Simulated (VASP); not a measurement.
Here is a VASP 6.6.1 calculation.

INCAR

```
SYSTEM = ZnCu
PREC = Accurate
ENCUT = 520
EDIFF = 1E-6
ISMEAR = 0
SIGMA = 0.15
LREAL = .FALSE.
LASPH = .TRUE.
NELM = 80
ALGO = Fast
ISIF = 2
LWAVE = .FALSE.
LCHARG = .FALSE.
GGA = PE
NBANDS = 18
```

The input KPOINTS:

```
Automatic mesh
0
G
  16 16 16
  0 0 0
```

The input POSCAR:

```
ZnCu
1.0
    2.9623260947      0.4137232028      0.4137232028
    0.4137232028      2.9623260947      0.4137232028
    0.4137232028      0.4137232028      2.9623260947
Zn Cu
1 1
Direct
    0.5000000000      0.5000000000      0.5000000000
    0.0000000000      0.0000000000      0.0000000000
```

Potentials or basis: VASP PAW PBE potentials, release 64 (Zn, Cu).

Launch:

```sh
$ cat potpaw_PBE.64/Zn/POTCAR potpaw_PBE.64/Cu/POTCAR > POTCAR
$ mpirun -np 1 vasp_std > vasp.out
```

Problem. What does it give for the pressure?

Solution. 22.6 GPa.

Stress tensor (GPa, compression positive):
```
22.57 -8.07 -8.07
-8.07 22.57 -8.07
-8.07 -8.07 22.57
```
